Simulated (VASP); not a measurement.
# B6N (P6mm) in VASP: single point with PBE

Aim: the single point of B6N with PBE.

Program: VASP 6.6.1. These are calculated values, not measurements. Logs are shortened: lines on timing, memory, paths and dates and some standing lists are left out, and cuts for length are marked.

## 1. The cell of the first run

The structure is hexagonal, space group P6mm (No. 183). Conventional cell: a = 3.514 Å, b = 3.514 Å, c = 5.890 Å, α = 90.00°, β = 90.00°, γ = 120.00°. Within 2.3 Å of B (site symmetry 2mm) lie 5 B at 1.76 to 1.88 Å. B (site symmetry 2mm) has 5 B at 1.76 to 1.88 Å and 2 N at 1.86 Å within 2.3 Å. N (site symmetry 6mm) has 6 B at 1.86 Å within 2.5 Å.

The cell was built from a structure type or drawn by symmetry, and may not be a known phase.

## 2. Single point, PBE

INCAR reads:

```
SYSTEM = B6N
ALGO = Normal
EDIFF = 1E-6
ENCUT = 600
GGA = PE
GGA_COMPAT = .FALSE.
ISIF = 2
ISMEAR = 0
LASPH = .TRUE.
LCHARG = .FALSE.
LREAL = .FALSE.
LWAVE = .FALSE.
NBANDS = 20
NELM = 120
PREC = Accurate
SIGMA = 0.2
```

KPOINTS reads:

```
k-points
0
G
  4 4 4
  0 0 0
```

POSCAR reads:

```
B6N
1.0
    3.5135382916      0.0000000024      0.0000000000
   -1.7567691479      3.0428134165      0.0000000000
    0.0000000000      0.0000000000      5.8904306689
B N
6 1
Direct
    0.5000000000      0.0000000000      0.8113591658
    0.0000000000      0.5000000000      0.8113591658
    0.5000000000      0.5000000000      0.8113591658
    0.5000000000      0.0000000000      0.1306840308
    0.0000000000      0.5000000000      0.1306840308
    0.5000000000      0.5000000000      0.1306840308
    0.0000000000      0.0000000000      0.2354941802
```

Potentials or basis: VASP PAW PBE potentials, release 64 (B, N).

Command:

```bash
cat potpaw_PBE.64/B/POTCAR potpaw_PBE.64/N/POTCAR > POTCAR
mpirun -np 1 vasp_std > vasp.out
```

OUTCAR:

```text
SYSTEM = B6N
   EDIFF = 1E-6
   ENCUT = 600
   GGA = PE
   ISIF = 2
   ISMEAR = 0
   LASPH = .TRUE.
   LREAL = .FALSE.
   NELM = 120
   PREC = Accurate

 ion  position               nearest neighbor table
   1  0.500  0.000  0.811-   2 1.76   2 1.76   3 1.76   3 1.76   4 1.88
   2  0.000  0.500  0.811-   1 1.76   1 1.76   3 1.76   3 1.76   5 1.88
   3  0.500  0.500  0.811-   2 1.76   2 1.76   1 1.76   1 1.76   6 1.88
   4  0.500  0.000  0.131-   5 1.76   5 1.76   6 1.76   6 1.76   7 1.86   7 1.86   1 1.88
   5  0.000  0.500  0.131-   4 1.76   4 1.76   6 1.76   6 1.76   7 1.86   7 1.86   2 1.88
   6  0.500  0.500  0.131-   5 1.76   5 1.76   4 1.76   4 1.76   7 1.86   7 1.86   3 1.88
   7  0.000  0.000  0.235-   6 1.86   6 1.86   4 1.86   4 1.86   5 1.86   5 1.86

  LATTYP: Found a hexagonal cell.
 ALAT       =     3.5135382916
 C/A-ratio  =     1.6764953674

  Lattice vectors:

 A1 = (   3.5135382916,   0.0000000024,   0.0000000000)
 A2 = (  -1.7567691479,   3.0428134165,   0.0000000000)
 A3 = (   0.0000000000,   0.0000000000,   5.8904306689)

Analysis of symmetry for initial positions (statically):
=====================================================================
 Subroutine PRICEL returns:
 Original cell was already a primitive cell.

 Routine SETGRP: Setting up the symmetry group for a
 hexagonal supercell.

 Subroutine GETGRP returns: Found 12 space group operations
 (whereof 12 operations were pure point group operations)
 out of a pool of 24 trial point group operations.

The static configuration has the point symmetry C_6v.

Analysis of symmetry for dynamics (positions and initial velocities):
=====================================================================
 Subroutine PRICEL returns:
 Original cell was already a primitive cell.

 Routine SETGRP: Setting up the symmetry group for a
 hexagonal supercell.

 Subroutine GETGRP returns: Found 12 space group operations
 (whereof 12 operations were pure point group operations)
 out of a pool of 24 trial point group operations.

The dynamic configuration has the point symmetry C_6v.

 Subroutine INISYM returns: Found 12 space group operations
 (whereof 12 operations are pure point group operations),
 and found     1 'primitive' translations

----------------------------------------------------------------------------------------

                                     Primitive cell
[... 91 lines left out ...]
   NSW    =      0    number of steps for IOM
   IBRION =     -1    ionic relax: 0-MD 1-quasi-New 2-CG
   NFREE  =      0    steps in history (QN), initial steepest desc. (CG)
   ISIF   =      2    stress and relaxation
   ISYM   =      2    0-nonsym 1-usesym 2-fastsym
   POTIM  = 0.5000    time-step for ionic-motion
   TEBEG  =    0.0;   TEEND  =   0.0 temperature during run
   PSTRESS=    0.0 pullay stress
   NELECT =      23.0000    total number of electrons
   NUPDOWN=      -1.0000    fix difference up-down
   EMIN   =  10.00;   EMAX   =-10.00  energy-range for DOS
   EFERMI =   0.00;   METHOD = LEGACY
   ISMEAR =     0;   SIGMA  =   0.20  broadening in eV -4-tet -1-fermi 0-gaus
   EFERMI_NEDOS =   21; number of points for ismear=-14 and -15
   IALGO  =     38    algorithm
   IMIX   =      4    mixing-type and parameters
     AMIX     =   0.40;   BMIX     =  1.00
     AMIX_MAG =   1.60;   BMIX_MAG =  1.00
  volume/ion in A,a.u.               =       9.00        60.71
  Fermi-wavevector in a.u.,A,eV,Ry     =   1.170204  2.211366 18.631526  1.369379
  Thomas-Fermi vector in A             =   2.306666
   LORBIT       =      0    0 simple, 1 ext, 2 COOP (PROOUT), +10 PAW based schemes
   GGA     = PE    functional components
   LHFCALC =     F    Hartree Fock is set to
   AEXX    =    0.0000 exact exchange contribution
   IVDW    =     0    specifies the selected vdW correction
   LEPSILON=     F    determine dielectric tensor
   LRPA    =     F    only Hartree local field effects (RPA)
 non-spin polarized calculation
 Gauss-broadening in eV      SIGMA  =   0.20
  energy-cutoff  :      600.00
  volume of cell :       62.97
 maximum number of plane-waves:      2108
 NGX is ok and might be reduce to    28
   NGX = 13   NGY = 13   NGZ = 23

 number of electron      23.0000000 magnetization

 Free energy of the ion-electron system (eV)
  ---------------------------------------------------
  ext. energy  EPLUGINS =         0.00000000
  ---------------------------------------------------
  free energy    TOTEN  =       -40.71420182 eV

  energy without entropy =      -40.66291115  energy(sigma->0) =      -40.68855648

 E-fermi :   4.6960     XC(G=0): -10.2683

 val. band max:        4.5776222100   @ k =   0.2500   0.0000   0.5000
 cond. band min:       4.8052441817   @ k =   0.2500   0.2500   0.0000
 fundamental gap:      0.2276219716
 Fermi energy:         4.6959958212

 k-point     1 :       0.0000    0.0000    0.0000
  band No.  band energies     occupation
      1     -14.1570      2.00000
      2      -9.2360      2.00000
      3      -4.1858      2.00000
      4      -4.1600      2.00000
      5      -3.3797      2.00000
      6      -3.3797      2.00000
[... 265 lines left out ...]
     19      11.5088      0.00000
     20      12.5642      0.00000

------------------------ aborting loop because EDIFF is reached ----------------------------------------

  FORCE on cell =-STRESS in cart. coord.  units (eV):
  Direction    XX          YY          ZZ          XY          YZ          ZX
  --------------------------------------------------------------------------------------
  -------------------------------------------------------------------------------------
  Total       -0.0843089     -0.0843089      0.1356821      0.0000000      0.0000000      0.0000000
  in kB       -2.1449487     -2.1449487      3.4519621      0.0000000      0.0000000      0.0000000
  external PRESSURE =      -0.2793118 kB  Pullay stress =       0.0000000 kB

 VOLUME and BASIS-vectors are now :
 -----------------------------------------------------------------------------
  energy-cutoff  :      600.00
  volume of cell :       62.97
      direct lattice vectors                 reciprocal lattice vectors
     3.513538292  0.000000002  0.000000000     0.284613377  0.164321610  0.000000000
    -1.756769148  3.042813417  0.000000000    -0.000000000  0.328643220  0.000000000
     0.000000000  0.000000000  5.890430669     0.000000000  0.000000000  0.169766874

 POSITION                                       TOTAL-FORCE (eV/Angst)
 -----------------------------------------------------------------------------------
      1.75677      0.00000      4.77925        -0.000000      0.000000      0.009400
     -0.87838      1.52141      4.77925        -0.000000      0.000000      0.009400
      0.87838      1.52141      4.77925        -0.000000     -0.000000      0.009400
      1.75677      0.00000      0.76979        -0.000000     -0.000000      0.008207
     -0.87838      1.52141      0.76979         0.000000     -0.000000      0.008207
      0.87838      1.52141      0.76979         0.000000     -0.000000      0.008207
      0.00000      0.00000      1.38716        -0.000000      0.000000     -0.052821
 -----------------------------------------------------------------------------------
    total drift:                                0.000000      0.000000     -0.000437

  FREE ENERGIE OF THE ION-ELECTRON SYSTEM (eV)
  ---------------------------------------------------
  free  energy   TOTEN  =       -40.7142018217 eV

  energy  without entropy=      -40.6629111472  energy(sigma->0) =      -40.68855648
```

Wall time 34 s (1 thread of Intel Xeon 8259CL, shared host); peak memory 0.18 GiB.

What came out:

- Free energy: -40.7142 eV
- Pressure: 0.0 GPa
- Largest force: 0.053 eV/Å
- Band gap on the k mesh: zero (an odd number of electrons rules out a gap without spin polarisation)

Forces in eV/Å, atoms in the order of the input:
```
B    0.000  0.000  0.009
B    0.000  0.000  0.009
B    0.000  0.000  0.009
B    0.000  0.000  0.008
B    0.000  0.000  0.008
B    0.000  0.000  0.008
N    0.000  0.000 -0.053
```

Caveat: the k points lie up to 0.52 Å⁻¹ apart, too coarse for converged energies and pressures of a metal; this functional lacks dispersion, which binds the layers, so the pressure and a relaxed spacing across them are unreliable.
